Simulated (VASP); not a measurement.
**Cu: single point with PBEsol**

The system is Cu.

```xyz
2
Lattice="1.2185 -3.9764 0.0000 1.2185 3.9764 0.0000 0.0000 0.0000 2.6735" Properties=species:S:1:pos:R:3 pbc="T T T"
Cu    1.2185    2.9118    0.6684
Cu    1.2185   -2.9118    2.0052
```

This cell differs from its parent crystal: strain +0.000 along x and y, +0.080 along z.

| Property | Result |
| --- | --- |
| Program | VASP 6.6.1 |
| Task | single point |
| Functional | PBEsol |
| Potentials or basis | VASP PAW PBE potentials, release 64 (Cu) |
| Cutoff | 520 eV |
| k mesh | 20 × 20 × 20 |
| Occupations | gaussian, width 0.15 eV |
| Spin | no spin polarisation |

```yaml
Pressure: -9.4 GPa
Largest_force: 0.075 eV/Å
Band_gap_on_the_k_mesh: zero (band 11 reaches 10.07 eV, above the bottom of band 12 at 4.75 eV)
```

Forces on the atoms (eV/Å):
```
Cu   0.000 -0.075  0.000
Cu   0.000  0.075  0.000
```

Stress tensor (GPa, compression positive):
```
 -3.34   0.00   0.00
  0.00  -9.46   0.00
  0.00   0.00 -15.43
```

Levels at points of the mesh, in eV from the Fermi level:
| k point | band 9 | band 10 | band 11 | band 12 | band 13 | band 14 |
| --- | --- | --- | --- | --- | --- | --- |
| (0.00, 0.00, 0.00) | -1.72 | -1.58 | -1.32 | 0.51 | 4.97 | 11.76 |
| (0.50, 0.00, 0.00) | -2.06 | -1.55 | -0.20 | 1.54 | 3.01 | 7.08 |
| (0.50, 0.50, 0.00) | -2.24 | -1.82 | -1.48 | -1.39 | 14.04 | 14.67 |
| (0.00, 0.00, 0.50) | -1.50 | -1.50 | -0.46 | -0.46 | 7.66 | 7.66 |
| (0.50, 0.00, 0.50) | -1.24 | -1.24 | 3.44 | 3.44 | 6.94 | 6.94 |
| (0.50, 0.50, 0.50) | -1.56 | -1.56 | -1.07 | -1.07 | 2.82 | 2.82 |

Wall time 3.3 min on 1 thread of Intel(R) Xeon(R) 6975P-C (Granite Rapids) (shared host), peak memory 0.54 GiB.

Caveat: the cell differs from its parent crystal (strain +0.000 along x and y, +0.080 along z); the PAW data sets were made with another functional, which shifts forces and pressure a little.
